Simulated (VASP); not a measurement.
Wanted: the native input for a VASP 6.6.1 run.

```yaml
Task: single point
Functional: BLYP
Dispersion: D3(BJ)
Potentials_or_basis: VASP PAW PBE potentials, release 64 (Na_pv, Cl)
Cutoff: 520 eV
k_mesh: 9 × 9 × 9
Occupations: gaussian, width 0.1 eV
Spin: no spin polarisation
Dipole_correction: no
Further_INCAR_settings: ALGO = Normal; EDIFF = 1e-06; NBANDS = 18
```

The structure of Na2Cl lies in POSCAR:

```
Na2Cl
1.0
    1.8724202360      1.0810424862      6.4148065992
   -1.8724202360      1.0810424862      6.4148065992
    0.0000000000     -2.1620844957      6.4148066795
Na Cl
2 1
Direct
    0.7561700620      0.7561700620      0.7561700620
    0.2438299380      0.2438299380      0.2438299380
    0.0000000000      0.0000000000      0.0000000000
```

These files were run (other wordings do the same):

INCAR

```
SYSTEM = Na2Cl
PREC = Accurate
ENCUT = 520
EDIFF = 1E-6
ISMEAR = 0
SIGMA = 0.1
LREAL = .FALSE.
LASPH = .TRUE.
NELM = 80
ALGO = Normal
ISIF = 2
LWAVE = .FALSE.
LCHARG = .FALSE.
GGA = B5
ALDAX = 1.0
AGGAX = 1.0
AGGAC = 1.0
ALDAC = 0.0
IVDW = 12
VDW_S6 = 1.0
VDW_S8 = 2.6996
VDW_A1 = 0.4298
VDW_A2 = 4.2359
NBANDS = 18
```

KPOINTS

```
regular mesh
0
G
  9 9 9
  0 0 0
```

Potentials or basis: VASP PAW PBE potentials, release 64 (Na_pv, Cl).

The run is started by

```console
$ cat potpaw_PBE.64/Na_pv/POTCAR potpaw_PBE.64/Cl/POTCAR > POTCAR
$ mpirun -np 1 vasp_std > vasp.out
```

It gave:

The pressure is -0.1 GPa. The dispersion energy per atom is -0.450 eV.

Caveat: the PAW data sets were made with another functional, which shifts forces and pressure a little; an odd number of electrons without spin polarisation forces a metal; a magnetic or distorted state may lie lower; pairwise dispersion overbinds metals, which lowers pressure and volume.

It took 3.9 min on 1 thread of AMD EPYC 9R45 96-Core Processor (Zen 5), with other jobs on the host, peak memory 0.34 GiB.
